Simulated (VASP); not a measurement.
Here is a VASP 6.6.1 calculation.

The input POSCAR:

```
Ni
1.0
   -1.3779765464      1.3779765464      1.3779765464
    1.3779765464     -1.3779765464      1.3779765464
    1.3779765464      1.3779765464     -1.3779765464
Ni
1
Direct
    0.0000000000      0.0000000000      0.0000000000
```

File INCAR.step1:

```
SYSTEM = Ni
  PREC = Accurate
  ENCUT = 520
  ISMEAR = -1
  SIGMA = 0.1
  LREAL = .False.
  LASPH = .True.
  NELM = 80
  NBANDS = 11
  GGA = PE
  ALGO = Normal
  EDIFF = 1E-4
  LWAVE = .True.
  LCHARG = .False.
```

The input INCAR.step2:

```
SYSTEM = Ni
  PREC = Accurate
  ENCUT = 520
  EDIFF = 1E-6
  ISMEAR = -1
  SIGMA = 0.1
  LREAL = .False.
  LASPH = .True.
  NELM = 80
  ALGO = Normal
  ISIF = 2
  LWAVE = .False.
  LCHARG = .False.
  METAGGA = R2SCAN
  LMIXTAU = .True.
  NBANDS = 11
  ISTART = 1
```

The input KPOINTS:

```
regular mesh
0
Gamma
  8 8 8
  0 0 0
```

Potentials or basis: VASP PAW PBE potentials, release 64 (Ni).

Run with:

```bash
$ cat potpaw_PBE.64/Ni/POTCAR > POTCAR
$ cp INCAR.step1 INCAR
$ mpirun -np 1 vasp_std > vasp.out
$ cp INCAR.step2 INCAR
$ mpirun -np 1 vasp_std > vasp.out
```

Problem. What does it give for the band gap on the k mesh?

Solution. Zero (band 5 reaches 9.95 eV, above the bottom of band 6 at 8.86 eV).

Problem. Estimate the pressure.

Solution. 1.1 GPa.

Caveat: the k points lie up to 0.40 Å⁻¹ apart; the PAW data sets were made with another functional, which shifts forces and pressure a little; the run has no spin polarisation, though such a crystal can be magnetic. Spin polarisation is off, so any magnetic state and its effect on volume and gap are missing.
